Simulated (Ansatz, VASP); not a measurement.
## Two plane-wave programs on GaN

INCAR

```
ALGO     = Normal         # electronic algorithm
EDIFF    = 1E-6           # SCF threshold, eV
ENCUT    = 520            # plane-wave cutoff, eV
GGA      = PE             # functional
ISIF     = 2              # what is computed and relaxed
ISMEAR   = -1             # smearing method
LASPH    = T              # aspherical terms in the spheres
LCHARG   = F              # write CHGCAR
LREAL    = F              # projectors in reciprocal space
LWAVE    = F              # write WAVECAR
NBANDS   = 16             # bands
NELM     = 80             # most SCF steps
PREC     = Accurate       # precision mode
SIGMA    = 0.1            # smearing width, eV
```

File KPOINTS:

```
k-points
0
Gamma
  15 15 15
```

POSCAR

```
GaN
1.0
    0.0000000000      2.0452898782      2.0452898782
    2.0452898782      0.0000000000      2.0452898782
    2.0452898782      2.0452898782      0.0000000000
Ga N
1 1
Direct
    0.0000000000      0.0000000000      0.0000000000
    0.5000000000      0.5000000000      0.5000000000
```

Input for Ansatz:

```yaml
crystal:
  lattice:
    - [0.0, 2.0452898782, 2.0452898782]
    - [2.0452898782, 0.0, 2.0452898782]
    - [2.0452898782, 2.0452898782, 0.0]
  atoms:
    - { symbol: Ga, position: [0.0, 0.0, 0.0] }
    - { symbol: "N", position: [0.5, 0.5, 0.5] }
kpoints:
  mp_grid: { grid: [15, 15, 15] }
scf:
  occupations: { method: fermi_dirac, width: 0.1 }
hamiltonian:
  xc: pbe
  pseudopotentials: { kind: paw }
output:
  forces: true
  stress: true
  eigenvalues: true
  populations: true
```

Change from the starting cell: volume scaled by 0.88, PAW files.

Alike in both runs: task single point; functional PBE; k mesh 15 × 15 × 15; occupations fermi-dirac, width 0.1 eV; no spin polarisation.

|  | VASP | Ansatz |
| --- | --- | --- |
| version | VASP 6.6.1 | Ansatz 0.2.0 |
| potentials or method | VASP PAW PBE potentials, release 64 (Ga_d, N) | PAW with Ansatz's default frozen-core files, scalar-relativistic |
| plane-wave cutoff (eV) | 520 | 420 |
| valence electrons in the cell | 18 | 18 |

|  | VASP | Ansatz | Ansatz less VASP |
| --- | --- | --- | --- |
| pressure (GPa) | 36.9 | 35.8 | -1.04 |

Both programs put the cell under a high pressure, so it lies far from rest at this level.
